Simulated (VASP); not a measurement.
# WSe2 (Amm2) in VASP: a series of runs

WSe2 is run at these levels: PBE+D3(BJ); tasks: single point.

All numbers are computed with VASP 6.6.1; they aren't measurements. Logs are shortened: lines on timing, memory, paths and dates and some standing lists are left out, and cuts for length are marked.

## 1. The cell of the first run

Symmetry: Amm2, No. 38, orthorhombic system. The conventional cell has a = 6.515 Å, b = 2.902 Å, c = 6.730 Å, α = 90.00°, β = 90.00°, γ = 90.00°. Within 3.2 Å of W (site symmetry mm2) lie 6 Se at 2.41 to 2.74 Å and 2 W at 2.90 Å. Se (site symmetry m) has 3 W at 2.41 to 2.74 Å and 3 Se at 2.90 to 3.13 Å within 3.2 Å.

## 2. Single point, PBE+D3(BJ)

The input, INCAR:

```
SYSTEM = WSe2
PREC = Accurate
ENCUT = 520
EDIFF = 1E-6
ISMEAR = 0
SIGMA = 0.05
LREAL = .False.
LASPH = .True.
NELM = 60
ALGO = Normal
ISIF = 2
LWAVE = .False.
LCHARG = .True.
GGA = PE
IVDW = 12
LELF = .True.
LVHAR = .True.
NBANDS = 20
```

The input, KPOINTS:

```
Automatic mesh
0
Gamma
  9 9 4
  0 0 0
```

The input, POSCAR:

```
WSe2
1.0
    2.9019021618      0.0000000000      0.0000000000
   -1.4509510809      3.3650264123      0.0000000000
    0.0000000000      0.0000000000      6.5152257712
W Se
1 2
Direct
    0.0000000000      0.0000000000      0.0000000000
    0.3333333333      0.6666666667      0.2405528385
    0.3333333333      0.6666666667      0.7594471615
```

Potentials or basis: VASP PAW PBE potentials, release 64 (W_sv, Se).

Command:

```bash
$ cat potpaw_PBE.64/W_sv/POTCAR potpaw_PBE.64/Se/POTCAR > POTCAR
$ mpirun -np 1 vasp_std > vasp.out
```

OUTCAR:

```text
SYSTEM = WSe2
   PREC = Accurate
   ENCUT = 520
   EDIFF = 1E-6
   ISMEAR = 0
   LREAL = .False.
   LASPH = .True.
   NELM = 60
   ISIF = 2
   GGA = PE
   IVDW = 12
 IVDW          = 12

 ion  position               nearest neighbor table
   1  0.000  0.000  0.000-   2 2.41   3 2.41   2 2.41   3 2.41   2 2.74   3 2.74
   2  0.333  0.667  0.241-   1 2.41   1 2.41   1 2.74
   3  0.333  0.667  0.759-   1 2.41   1 2.41   1 2.74

  LATTYP: Found a base centered orthorhombic cell.
 ALAT       =     2.9019021618
 B/A-ratio  =     2.3191866746
 C/A-ratio  =     2.2451569377

  Lattice vectors:

 A1 = (   1.4509510809,  -3.3650264123,   0.0000000000)
 A2 = (   1.4509510809,   3.3650264123,   0.0000000000)
 A3 = (   0.0000000000,   0.0000000000,   6.5152257712)

Analysis of symmetry for initial positions (statically):
=====================================================================
 Subroutine PRICEL returns:
 Original cell was already a primitive cell.

 Routine SETGRP: Setting up the symmetry group for a
 base centered orthorhombic supercell.

 Subroutine GETGRP returns: Found  4 space group operations
 (whereof  4 operations were pure point group operations)
 out of a pool of  8 trial point group operations.

The static configuration has the point symmetry C_2v.

Analysis of symmetry for dynamics (positions and initial velocities):
=====================================================================
 Subroutine PRICEL returns:
 Original cell was already a primitive cell.

 Routine SETGRP: Setting up the symmetry group for a
 base centered orthorhombic supercell.

 Subroutine GETGRP returns: Found  4 space group operations
 (whereof  4 operations were pure point group operations)
 out of a pool of  8 trial point group operations.

The dynamic configuration has the point symmetry C_2v.

 Subroutine INISYM returns: Found  4 space group operations
 (whereof  4 operations are pure point group operations),
 and found     1 'primitive' translations

----------------------------------------------------------------------------------------

                                     Primitive cell

  volume of cell :      63.6210

  direct lattice vectors                    reciprocal lattice vectors
     2.901902162  0.000000000  0.000000000     0.344601556  0.148587244  0.000000000
    -1.450951081  3.365026412  0.000000000     0.000000000  0.297174488  0.000000000
     0.000000000  0.000000000  6.515225771     0.000000000  0.000000000  0.153486623

  length of vectors
[... 85 lines left out ...]
   LREAL  =      F    real-space projection
   EDIFFG = 0.1E-04   stopping-criterion for IOM
   NSW    =      0    number of steps for IOM
   IBRION =     -1    ionic relax: 0-MD 1-quasi-New 2-CG
   NFREE  =      0    steps in history (QN), initial steepest desc. (CG)
   ISIF   =      2    stress and relaxation
   ISYM   =      2    0-nonsym 1-usesym 2-fastsym
   POTIM  = 0.5000    time-step for ionic-motion
   TEBEG  =    0.0;   TEEND  =   0.0 temperature during run
   PSTRESS=    0.0 pullay stress
   NELECT =      26.0000    total number of electrons
   NUPDOWN=      -1.0000    fix difference up-down
   EMIN   =  10.00;   EMAX   =-10.00  energy-range for DOS
   EFERMI =   0.00;   METHOD = LEGACY
   ISMEAR =     0;   SIGMA  =   0.05  broadening in eV -4-tet -1-fermi 0-gaus
   EFERMI_NEDOS =   21; number of points for ismear=-14 and -15
   IALGO  =     38    algorithm
   IMIX   =      4    mixing-type and parameters
     AMIX     =   0.40;   BMIX     =  1.00
     AMIX_MAG =   1.60;   BMIX_MAG =  1.00
  volume/ion in A,a.u.               =      21.21       143.11
  Fermi-wavevector in a.u.,A,eV,Ry     =   1.214877  2.295785 20.081200  1.475927
  Thomas-Fermi vector in A             =   2.350283
   LORBIT       =      0    0 simple, 1 ext, 2 COOP (PROOUT), +10 PAW based schemes
   GGA     = PE    functional components
   LHFCALC =     F    Hartree Fock is set to
   AEXX    =    0.0000 exact exchange contribution
   IVDW    =    12    specifies the selected vdW correction
   LEPSILON=     F    determine dielectric tensor
   LRPA    =     F    only Hartree local field effects (RPA)
 non-spin polarized calculation
 Gauss-broadening in eV      SIGMA  =   0.05
  energy-cutoff  :      520.00
  volume of cell :       63.62
 maximum number of plane-waves:      1748
 NGX is ok and might be reduce to    24
   NGX = 11   NGY = 13   NGZ = 25

 number of electron      26.0000001 magnetization

 Free energy of the ion-electron system (eV)
  ---------------------------------------------------
  ext. energy  EPLUGINS =         0.00000000
  ---------------------------------------------------
  free energy    TOTEN  =       -20.00602574 eV

  energy without entropy =      -20.00602574  energy(sigma->0) =      -20.00602574

 E-fermi :   6.1976     XC(G=0): -10.3238

 val. band max:        5.9357790974   @ k =   0.0000   0.4444   0.5000
 cond. band min:       6.5179279495   @ k =   0.3333   0.1111   0.0000
 fundamental gap:      0.5821488521
 Fermi energy:         6.1975724625

 k-point     1 :       0.0000    0.0000    0.0000
  band No.  band energies     occupation
      1     -68.2607      2.00000
      2     -32.6794      2.00000
      3     -32.6605      2.00000
      4     -32.0702      2.00000
      5      -9.6579      2.00000
      6      -7.9892      2.00000
[... 541 lines left out ...]
     19      13.0507      0.00000
     20      15.0771      0.00000

 [... further k-points ...]

------------------------ aborting loop because EDIFF is reached ----------------------------------------

 Edisp (eV)   -1.32701

 E8    (eV) :    -0.5915

  FORCE on cell =-STRESS in cart. coord.  units (eV):
  Direction    XX          YY          ZZ          XY          YZ          ZX
  --------------------------------------------------------------------------------------
  -------------------------------------------------------------------------------------
  Total      13.28911    -4.86518     5.63937     0.00000     0.00000     0.00000
  in kB     334.66162  -122.52054   142.01694     0.00000     0.00000     0.00000
  external pressure =      118.05 kB  Pullay stress =        0.00 kB

 VOLUME and BASIS-vectors are now :
 -----------------------------------------------------------------------------
  energy-cutoff  :      520.00
  volume of cell :       63.62
      direct lattice vectors                 reciprocal lattice vectors
     2.901902162  0.000000000  0.000000000     0.344601556  0.148587244  0.000000000
    -1.450951081  3.365026412  0.000000000     0.000000000  0.297174488  0.000000000
     0.000000000  0.000000000  6.515225771     0.000000000  0.000000000  0.153486623

 POSITION                                       TOTAL-FORCE (eV/Angst)
 -----------------------------------------------------------------------------------
      0.00000      0.00000      0.00000        -0.000000      1.943244      0.000000
     -0.00000      2.24335      1.56726         0.000000     -0.971622      1.437153
     -0.00000      2.24335      4.94797         0.000000     -0.971622     -1.437153
 -----------------------------------------------------------------------------------
    total drift:                                0.000001     -0.000006      0.000000

  FREE ENERGIE OF THE ION-ELECTRON SYSTEM (eV)
  ---------------------------------------------------
  free  energy   TOTEN  =       -21.3330360209 eV

  energy  without entropy=      -21.3330360209  energy(sigma->0) =      -21.33303602
```

OSZICAR:

```text
N       E                     dE             d eps       ncg     rms          rms(c)
DAV:   1     0.195395941272E+03    0.19540E+03   -0.12706E+04  3000   0.125E+03
DAV:   2    -0.107097103443E+02   -0.20611E+03   -0.19997E+03  3536   0.326E+02
DAV:   3    -0.207912901449E+02   -0.10082E+02   -0.99680E+01  3688   0.668E+01
DAV:   4    -0.209234395671E+02   -0.13215E+00   -0.13203E+00  3604   0.823E+00
DAV:   5    -0.209248302485E+02   -0.13907E-02   -0.13906E-02  3624   0.928E-01    0.230E+01
DAV:   6    -0.201860778068E+02    0.73875E+00   -0.37242E+00  3276   0.127E+01    0.876E+00
DAV:   7    -0.200633307963E+02    0.12275E+00   -0.12732E+00  3136   0.631E+00    0.485E+00
DAV:   8    -0.200055514547E+02    0.57779E-01   -0.27175E-01  3460   0.336E+00    0.768E-01
DAV:   9    -0.200058435594E+02   -0.29210E-03   -0.13315E-02  3500   0.819E-01    0.366E-01
DAV:  10    -0.200058727902E+02   -0.29231E-04   -0.21674E-03  3428   0.320E-01    0.845E-02
DAV:  11    -0.200059649349E+02   -0.92145E-04   -0.21927E-04  3452   0.121E-01    0.564E-02
DAV:  12    -0.200060188186E+02   -0.53884E-04   -0.81255E-05  3344   0.578E-02    0.104E-02
DAV:  13    -0.200060250347E+02   -0.62160E-05   -0.10216E-05  3604   0.214E-02    0.511E-03
DAV:  14    -0.200060257432E+02   -0.70853E-06   -0.16122E-06  3076   0.745E-03
   1 F= -.21333036E+02 E0= -.21333036E+02  d E =-.216834E-15
```

It took 1.9 min on 1 thread of AMD EPYC 7R13, shared host; peak memory 0.22 GiB.

What came out:

| Property | Result |
| --- | --- |
| Free energy | -21.3330 eV |
| Pressure | 11.8 GPa |
| Largest force | 1.943 eV/Å |
| Band gap on the k mesh | 0.58 eV (least direct gap 0.85 eV) |
| Dispersion energy per atom | -0.442 eV |

Forces in eV/Å, atoms in the order of the input:
```
W    0.000  1.943  0.000
Se   0.000 -0.972  1.437
Se   0.000 -0.972 -1.437
```

Stress tensor (GPa, compression positive):
```
 33.47   0.00   0.00
  0.00 -12.25   0.00
  0.00   0.00  14.20
```

Levels at points of the mesh, in eV from the valence-band top:
| k point | band 11 | band 12 | band 13 | band 14 | band 15 | band 16 |
| --- | --- | --- | --- | --- | --- | --- |
| (0.00, 0.00, 0.00) | -1.24 | -1.00 | -0.79 | 1.35 | 1.41 | 3.21 |
| (0.00, 0.00, 0.50) | -1.21 | -0.82 | -0.47 | 1.03 | 1.75 | 4.12 |

Caveat: the cell differs from its parent crystal (strain +e along x and -e along y -0.1500, strain +e along z and -e/2 along x and y -0.0700); the cell stands under pressure; spin-orbit coupling is left out, which moves the levels of the heavy elements; an odd mesh through Γ misses points on the zone boundary, where band edges can lie; forces of over 1 eV/Å act on the atoms, so gaps and moduli don't describe the material at rest.

[end of part 1 of 2]
